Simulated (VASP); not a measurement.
# Rh (Fm-3m) in VASP: further runs

Rh is run at these levels: PBE; tasks: relaxation of cell and atoms, single point.

All numbers are computed with VASP 6.6.1; they aren't measurements. Logs are shortened: lines on timing, memory, paths and dates and some standing lists are left out, and cuts for length are marked.

### 1 The cell of the first run

Symmetry: Fm-3m, No. 225, cubic system. Conventional cell: a = 3.800 Å, b = 3.800 Å, c = 3.800 Å, α = 90.00°, β = 90.00°, γ = 90.00°. Within 3.5 Å of Rh (site symmetry m-3m) lie 12 Rh at 2.69 Å.

### 2 Relaxation of cell and atoms, PBE

Input file INCAR:

```
PREC = Accurate
ENCUT = 600
EDIFF = 1E-6
ISMEAR = 1
SIGMA = 0.1
LREAL = False
LASPH = True
NELM = 100
ALGO = Normal
ISIF = 3
LWAVE = False
LCHARG = False
GGA = PE
IBRION = 2
NSW = 60
EDIFFG = -0.005
```

Input file KPOINTS:

```
regular mesh
0
Gamma
  24 24 24
```

Input file POSCAR:

```
Rh
1.0
    0.0000000000      1.9000000000      1.9000000000
    1.9000000000      0.0000000000      1.9000000000
    1.9000000000      1.9000000000      0.0000000000
Rh
1
Direct
    0.0000000000      0.0000000000      0.0000000000
```

Potentials or basis: VASP PAW PBE potentials, release 64 (Rh_pv).

The run is started by

```console
$ cat potpaw_PBE.64/Rh_pv/POTCAR > POTCAR
$ mpirun -np 1 vasp_std > vasp.out
```

OUTCAR:

```text
PREC = Accurate
   ENCUT = 600
   EDIFF = 1E-6
   ISMEAR = 1
   LREAL = False
   LASPH = True
   NELM = 100
   ISIF = 3
   GGA = PE
   IBRION = 2
   NSW = 60
   EDIFFG = -0.005

 ion  position               nearest neighbor table
   1  0.000  0.000  0.000-

  LATTYP: Found a face centered cubic cell.
 ALAT       =     3.8000000000

  Lattice vectors:

 A1 = (   0.0000000000,   1.9000000000,   1.9000000000)
 A2 = (   1.9000000000,   0.0000000000,   1.9000000000)
 A3 = (   1.9000000000,   1.9000000000,   0.0000000000)

Analysis of symmetry for initial positions (statically):
=====================================================================
 Subroutine PRICEL returns:
 Original cell was already a primitive cell.

 Routine SETGRP: Setting up the symmetry group for a
 face centered cubic supercell.

 Subroutine GETGRP returns: Found 48 space group operations
 (whereof 48 operations were pure point group operations)
 out of a pool of 48 trial point group operations.

The static configuration has the point symmetry O_h .

Analysis of symmetry for dynamics (positions and initial velocities):
=====================================================================
 Subroutine PRICEL returns:
 Original cell was already a primitive cell.

 Routine SETGRP: Setting up the symmetry group for a
 face centered cubic supercell.

 Subroutine GETGRP returns: Found 48 space group operations
 (whereof 48 operations were pure point group operations)
 out of a pool of 48 trial point group operations.

The dynamic configuration has the point symmetry O_h .

 Subroutine INISYM returns: Found 48 space group operations
 (whereof 48 operations are pure point group operations),
 and found     1 'primitive' translations

----------------------------------------------------------------------------------------

                                     Primitive cell

  volume of cell :      13.7180

  direct lattice vectors                    reciprocal lattice vectors
     0.000000000  1.900000000  1.900000000    -0.263157895  0.263157895  0.263157895
     1.900000000  0.000000000  1.900000000     0.263157895 -0.263157895  0.263157895
     1.900000000  1.900000000  0.000000000     0.263157895  0.263157895 -0.263157895

  length of vectors
     2.687005769  2.687005769  2.687005769     0.455802844  0.455802844  0.455802844

  position of ions in fractional coordinates (direct lattice)
     0.000000000  0.000000000  0.000000000

  ion indices of the primitive-cell ions
   primitive index   ion index
[... 94 lines left out ...]
  volume/ion in A,a.u.               =      13.72        92.57
  Fermi-wavevector in a.u.,A,eV,Ry     =   1.686585  3.187184 38.702725  2.844570
  Thomas-Fermi vector in A             =   2.769224
   LORBIT       =      0    0 simple, 1 ext, 2 COOP (PROOUT), +10 PAW based schemes
   GGA     = PE    functional components
   LHFCALC =     F    Hartree Fock is set to
   AEXX    =    0.0000 exact exchange contribution
   IVDW    =     0    specifies the selected vdW correction
   LEPSILON=     F    determine dielectric tensor
   LRPA    =     F    only Hartree local field effects (RPA)
 conjugate gradient relaxation of ions
 non-spin polarized calculation
 Methfessel and Paxton  Order N= 1 SIGMA  =   0.10
  energy-cutoff  :      600.00
  volume of cell :       13.72
 maximum number of plane-waves:       473
 NGX is ok and might be reduce to    24
   NGX = 11   NGY = 11   NGZ = 11

--------------------------------------- Ionic step        1  -------------------------------------------

 number of electron      15.0000002 magnetization

 Free energy of the ion-electron system (eV)
  ---------------------------------------------------
  ext. energy  EPLUGINS =         0.00000000
  ---------------------------------------------------
  free energy    TOTEN  =        -7.25277929 eV

  energy without entropy =       -7.25347533  energy(sigma->0) =       -7.25301130

------------------------ aborting loop because EDIFF is reached ----------------------------------------

  FORCE on cell =-STRESS in cart. coord.  units (eV):
  Direction    XX          YY          ZZ          XY          YZ          ZX
  --------------------------------------------------------------------------------------
  -------------------------------------------------------------------------------------
  Total        0.5334436      0.5334436      0.5334436     -0.0000000      0.0000000      0.0000000
  in kB       62.3029028     62.3029028     62.3029028     -0.0000000      0.0000000      0.0000000
  external PRESSURE =      62.3029028 kB  Pullay stress =       0.0000000 kB
[... 92 lines left out ...]
--------------------------------------- Ionic step        4  -------------------------------------------

 number of electron      15.0000001 magnetization

 Free energy of the ion-electron system (eV)
  ---------------------------------------------------
  ext. energy  EPLUGINS =         0.00000000
  ---------------------------------------------------
  free energy    TOTEN  =        -7.25874131 eV

  energy without entropy =       -7.25945580  energy(sigma->0) =       -7.25897948

 E-fermi :  11.5289     XC(G=0): -13.9009

 val. band max:       11.5252561247   @ k =   0.4167   0.0833   0.0417
 cond. band min:      11.5350526179   @ k =   0.4583   0.2083   0.0833
 fundamental gap:      0.0097964932
 Fermi energy:        11.5288971931

 k-point     1 :       0.0000    0.0000    0.0000
  band No.  band energies     occupation
      1     -34.8206      2.00000
      2     -34.8206      2.00000
      3     -34.8206      2.00000
      4       3.7225      2.00000
      5       8.5461      2.00000
      6       8.5461      2.00000
      7       8.5461      2.00000
      8      10.5644      2.00000
      9      10.5644      2.00000
     10      27.5404      0.00000
     11      32.1123      0.00000
[... 309 lines left out ...]
 k-point    24 :       0.4583    0.0417    0.0000
  band No.  band energies     occupation
      1     -35.4783      2.00000
      2     -34.9178      2.00000
      3     -34.9174      2.00000
      4       5.6582      2.00000
      5       8.4525      2.00000
      6       8.5571      2.00000
      7      11.1277      2.00000
      8      12.0383     -0.00000
      9      12.6337     -0.00000
     10      20.5509      0.00000
     11      27.2574      0.00000

 [... further k-points ...]

------------------------ aborting loop because EDIFF is reached ----------------------------------------

  FORCE on cell =-STRESS in cart. coord.  units (eV):
  Direction    XX          YY          ZZ          XY          YZ          ZX
  --------------------------------------------------------------------------------------
  -------------------------------------------------------------------------------------
  Total        0.0022883      0.0022883      0.0022883     -0.0000000     -0.0000000      0.0000000
  in kB        0.2612628      0.2612628      0.2612628     -0.0000000     -0.0000000      0.0000000
  external PRESSURE =       0.2612628 kB  Pullay stress =       0.0000000 kB
[... 16 lines left out ...]
  FREE ENERGIE OF THE ION-ELECTRON SYSTEM (eV)
  ---------------------------------------------------
  free  energy   TOTEN  =        -7.2587413138 eV

  energy  without entropy=       -7.2594557996  energy(sigma->0) =       -7.25897948

 reached required accuracy - stopping structural energy minimisation
```

OSZICAR:

```text
N       E                     dE             d eps       ncg     rms          rms(c)
DAV:   1     0.123201845500E+03    0.12320E+03   -0.10135E+04  9094   0.162E+03
DAV:   2    -0.614821926691E+01   -0.12935E+03   -0.12401E+03  9308   0.408E+02
DAV:   3    -0.774348991277E+01   -0.15953E+01   -0.15863E+01 10541   0.510E+01
[... 25 lines left out ...]
DAV:   7    -0.725873918560E+01    0.16004E-06   -0.25864E-07  5854   0.776E-03
   3 F= -.72587392E+01 E0= -.72589775E+01  d E =-.595989E-02
       N       E                     dE             d eps       ncg     rms          rms(c)
DAV:   1    -0.725880872438E+01   -0.69379E-04   -0.98053E-04  9476   0.520E-01    0.571E-02
DAV:   2    -0.725874097576E+01    0.67749E-04   -0.16459E-04  9404   0.194E-01    0.982E-03
DAV:   3    -0.725874131380E+01   -0.33803E-06   -0.17000E-06  7048   0.178E-02
   4 F= -.72587413E+01 E0= -.72589795E+01  d E =-.596202E-02
```

Wall time 51 s (1 thread of Intel Xeon 6975P-C (Granite Rapids), shared host); peak memory 0.21 GiB.

What came out:

| Quantity | Value |
| --- | --- |
| Free energy | -7.2587 eV |
| Relaxed volume | 14.03 Å³/atom |
| Relaxed cell | a = 2.707 Å, b = 2.707 Å, c = 2.707 Å, α = 60.00°, β = 60.00°, γ = 60.00° |
| Space group after relaxing (to 0.1 Å) | Fm-3m (No. 225) |
| Energy gained by relaxing | 6.0 meV/atom |
| Ionic steps | 4 |
| Pressure after relaxing | 0.0 GPa |
| Band gap on the k mesh | zero (an odd number of electrons rules out a gap without spin polarisation) |

Step by step:
| step | energy change (eV) | largest force (eV/Å) | pressure (GPa) | volume (Å³) |
| --- | --- | --- | --- | --- |
| 1 | 0.0000 | 0.0000 | 6.23 | 13.72 |
| 2 | 0.0247 | 0.0000 | -12.06 | 14.80 |
| 3 | -0.0060 | 0.0000 | -0.07 | 14.04 |
| 4 | -0.0060 | 0.0000 | 0.03 | 14.03 |

Final structure:
```xyz
1
Lattice="0.0000 1.9144 1.9144 1.9144 0.0000 1.9144 1.9144 1.9144 0.0000" Properties=species:S:1:pos:R:3 pbc="T T T"
Rh    0.0000    0.0000    0.0000
```

Levels at points of the mesh, in eV from the Fermi level:
| k point | band 3 | band 4 | band 5 | band 6 | band 7 | band 8 | band 9 | band 10 | band 11 |
| --- | --- | --- | --- | --- | --- | --- | --- | --- | --- |
| (0.00, 0.00, 0.00) | -46.35 | -7.81 | -2.98 | -2.98 | -2.98 | -0.96 | -0.96 | 16.01 | 20.58 |
| (0.50, 0.00, 0.00) | -46.44 | -5.95 | -3.06 | -3.06 | 0.55 | 0.55 | 0.76 | 8.43 | 15.51 |
| (0.50, 0.50, 0.00) | -46.60 | -6.12 | -5.76 | 0.52 | 0.95 | 0.95 | 3.24 | 12.02 | 13.21 |

### 3 Single point, PBE

This run uses another cell than the first one, of 14.04 Å³/atom.

Input file INCAR:

```
SYSTEM = Rh
PREC = Accurate
ENCUT = 520
EDIFF = 1E-7
ISMEAR = 1
SIGMA = 0.1
LREAL = .False.
LASPH = .True.
NELM = 80
ALGO = Normal
ISIF = 2
LWAVE = .False.
LCHARG = .True.
GGA = PE
LELF = .True.
LVHAR = .True.
NBANDS = 14
```

Input file KPOINTS:

```
regular mesh
0
Gamma
  36 36 36
  0 0 0
```

Input file POSCAR:

```
Rh
1.0
    0.0000000000      1.9146822370      1.9146822370
    1.9146822370      0.0000000000      1.9146822370
    1.9146822370      1.9146822370      0.0000000000
Rh
1
Direct
    0.0000000000      0.0000000000      0.0000000000
```

Potentials or basis: VASP PAW PBE potentials, release 64 (Rh_pv).

The run is started by

```console
$ cat potpaw_PBE.64/Rh_pv/POTCAR > POTCAR
$ mpirun -np 1 vasp_std > vasp.out
```

OUTCAR:

```text
SYSTEM = Rh
   PREC = Accurate
   ENCUT = 520
   EDIFF = 1E-7
   ISMEAR = 1
   LREAL = .False.
   LASPH = .True.
   NELM = 80
   ISIF = 2
   GGA = PE

 ion  position               nearest neighbor table
   1  0.000  0.000  0.000-

  LATTYP: Found a face centered cubic cell.
 ALAT       =     3.8293644740

  Lattice vectors:

 A1 = (   0.0000000000,   1.9146822370,   1.9146822370)
 A2 = (   1.9146822370,   0.0000000000,   1.9146822370)
 A3 = (   1.9146822370,   1.9146822370,   0.0000000000)

Analysis of symmetry for initial positions (statically):
=====================================================================
 Subroutine PRICEL returns:
 Original cell was already a primitive cell.

 Routine SETGRP: Setting up the symmetry group for a
 face centered cubic supercell.

 Subroutine GETGRP returns: Found 48 space group operations
 (whereof 48 operations were pure point group operations)
 out of a pool of 48 trial point group operations.

The static configuration has the point symmetry O_h .

Analysis of symmetry for dynamics (positions and initial velocities):
=====================================================================
 Subroutine PRICEL returns:
 Original cell was already a primitive cell.

 Routine SETGRP: Setting up the symmetry group for a
 face centered cubic supercell.

 Subroutine GETGRP returns: Found 48 space group operations
 (whereof 48 operations were pure point group operations)
 out of a pool of 48 trial point group operations.

The dynamic configuration has the point symmetry O_h .

 Subroutine INISYM returns: Found 48 space group operations
 (whereof 48 operations are pure point group operations),
 and found     1 'primitive' translations

----------------------------------------------------------------------------------------

                                     Primitive cell

  volume of cell :      14.0385

[... 111 lines left out ...]
   GGA     = PE    functional components
   LHFCALC =     F    Hartree Fock is set to
   AEXX    =    0.0000 exact exchange contribution
   IVDW    =     0    specifies the selected vdW correction
   LEPSILON=     F    determine dielectric tensor
   LRPA    =     F    only Hartree local field effects (RPA)
 non-spin polarized calculation
 Methfessel and Paxton  Order N= 1 SIGMA  =   0.10
  energy-cutoff  :      520.00
  volume of cell :       14.04
 maximum number of plane-waves:       388
   NGX =  9   NGY =  9   NGZ =  9

 number of electron      15.0000003 magnetization

 Free energy of the ion-electron system (eV)
  ---------------------------------------------------
  ext. energy  EPLUGINS =         0.00000000
  ---------------------------------------------------
  free energy    TOTEN  =        -7.25880815 eV

  energy without entropy =       -7.25922217  energy(sigma->0) =       -7.25894615

 E-fermi :  11.5169     XC(G=0): -13.8978

 val. band max:       11.5157535740   @ k =   0.5000   0.3889   0.0833
 cond. band min:      11.5171088528   @ k =   0.3056   0.3056   0.0000
 fundamental gap:      0.0013552788
 Fermi energy:        11.5168530444

 k-point     1 :       0.0000    0.0000    0.0000
  band No.  band energies     occupation
      1     -34.8218      2.00000
      2     -34.8218      2.00000
      3     -34.8218      2.00000
      4       3.7192      2.00000
      5       8.5436      2.00000
      6       8.5436      2.00000
      7       8.5436      2.00000
      8      10.5613      2.00000
      9      10.5613      2.00000
     10      27.5336      0.00000
     11      32.1125      0.00000
     12      32.8767      0.00000
     13      32.8767      0.00000
     14      32.8767      0.00000
[... 377 lines left out ...]
      1     -34.9334      2.00000
      2     -34.8417      2.00000
      3     -34.8355      2.00000
      4       4.3783      2.00000
      5       8.2779      2.00000
      6       8.7771      2.00000
      7       8.7893      2.00000
      8      10.3655      2.00000
      9      10.5527      2.00000
     10      28.3893      0.00000
     11      30.1993      0.00000
     12      32.1127      0.00000
     13      33.5504      0.00000
     14      33.9462      0.00000

 [... further k-points ...]

------------------------ aborting loop because EDIFF is reached ----------------------------------------

  FORCE on cell =-STRESS in cart. coord.  units (eV):
  Direction    XX          YY          ZZ          XY          YZ          ZX
  --------------------------------------------------------------------------------------
  -------------------------------------------------------------------------------------
  Total        0.0077170      0.0077170      0.0077170     -0.0000000     -0.0000000      0.0000000
  in kB        0.8807253      0.8807253      0.8807253     -0.0000000     -0.0000000      0.0000000
  external PRESSURE =       0.8807253 kB  Pullay stress =       0.0000000 kB

 VOLUME and BASIS-vectors are now :
 -----------------------------------------------------------------------------
  energy-cutoff  :      520.00
  volume of cell :       14.04
      direct lattice vectors                 reciprocal lattice vectors
     0.000000000  1.914682237  1.914682237    -0.261139938  0.261139938  0.261139938
     1.914682237  0.000000000  1.914682237     0.261139938 -0.261139938  0.261139938
     1.914682237  1.914682237  0.000000000     0.261139938  0.261139938 -0.261139938

 POSITION                                       TOTAL-FORCE (eV/Angst)
 -----------------------------------------------------------------------------------
      0.00000      0.00000      0.00000         0.000000     -0.000000     -0.000000
 -----------------------------------------------------------------------------------
    total drift:                                0.000000      0.000000      0.000000

  FREE ENERGIE OF THE ION-ELECTRON SYSTEM (eV)
  ---------------------------------------------------
  free  energy   TOTEN  =        -7.2588081457 eV

  energy  without entropy=       -7.2592221688  energy(sigma->0) =       -7.25894615
```

stdout:

```text
POSCAR found type information on POSCAR Rh
 POSCAR found :  1 types and       1 ions
 scaLAPACK will be used
 LDA part: xc-table for (Slater+PW92), standard interpolation
 POSCAR, INCAR and KPOINTS ok, starting setup
 FFT: planning ... GRIDC
 FFT: planning ... GRID_SOFT
 FFT: planning ... GRID
 WAVECAR not read
 entering main loop
```

Wall time 76 s (1 thread of Intel Xeon 6975P-C (Granite Rapids), shared host); peak memory 0.31 GiB.

Results:

```yaml
Free_energy: -7.2588 eV
Pressure: 0.1 GPa
Band_gap_on_the_k_mesh: zero (an odd number of electrons rules out a gap without spin polarisation)
```
